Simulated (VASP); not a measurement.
Write the native input for VASP 6.6.1 that does the following.

```yaml
Task: single point
Functional: r2SCAN
Potentials_or_basis: VASP PAW PBE potentials, release 64 (Na_pv)
Cutoff: 520 eV
k_mesh: 12 × 12 × 8
Occupations: gaussian, width 0.15 eV
Spin: no spin polarisation
Dipole_correction: no
Further_INCAR_settings: ALGO = Normal; EDIFF = 1e-06; NBANDS = 14
```

Crystal: Na.

```
CELL_PARAMETERS angstrom
3.76700 0.00000 0.00000
-1.88350 3.26232 0.00000
0.00000 0.00000 6.15400
ATOMIC_POSITIONS crystal
Na 0.33333 0.66667 0.21344
Na 0.66667 0.33333 0.75000
```

This cell differs from its parent crystal: atom 1 (Na) moved by (+0.000, -0.225) A along [1 1 0] and z.

The input as run:

POSCAR

```
Na
1.0
    3.7670009976      0.0000000000      0.0000000000
   -1.8835004988      3.2623185600      0.0000000000
    0.0000000000      0.0000000000      6.1540000000
Na
2
Direct
    0.3333333333      0.6666666667      0.2134384140
    0.6666666667      0.3333333333      0.7500000000
```

INCAR.step1

```
  PREC = Accurate
  ENCUT = 520
  ISMEAR = 0
  SIGMA = 0.15
  LREAL = False
  LASPH = True
  NELM = 80
  NBANDS = 14
  GGA = PE
  ALGO = Normal
  EDIFF = 1E-4
  LWAVE = True
  LCHARG = False
```

INCAR.step2

```
  PREC = Accurate
  ENCUT = 520
  EDIFF = 1E-6
  ISMEAR = 0
  SIGMA = 0.15
  LREAL = False
  LASPH = True
  NELM = 80
  ALGO = Normal
  ISIF = 2
  LWAVE = False
  LCHARG = True
  METAGGA = R2SCAN
  LMIXTAU = True
  LELF = True
  LVHAR = True
  NBANDS = 14
  ISTART = 1
```

KPOINTS

```
regular mesh
0
Gamma
  12 12 8
```

Potentials or basis: VASP PAW PBE potentials, release 64 (Na_pv).

Launch:

```bash
$ cat potpaw_PBE.64/Na_pv/POTCAR > POTCAR
$ cp INCAR.step1 INCAR
$ mpirun -np 1 vasp_std > vasp.out
$ cp INCAR.step2 INCAR
$ mpirun -np 1 vasp_std > vasp.out
```

Results of the run:

The pressure is 0.1 GPa and the largest force is 0.180 eV/Å. The band gap on the k mesh is zero (bands 7 and 8 overlap by 4.35 eV).

Caveat: the cell differs from its parent crystal (atom 1 (Na) moved by (+0.000, -0.225) A along [1 1 0] and z); the PAW data sets were made with another functional, which shifts forces and pressure a little.

Run time: 3.2 min on 1 thread of AMD EPYC 9R45 96-Core Processor (Zen 5) (shared host), peak memory 0.22 GiB.
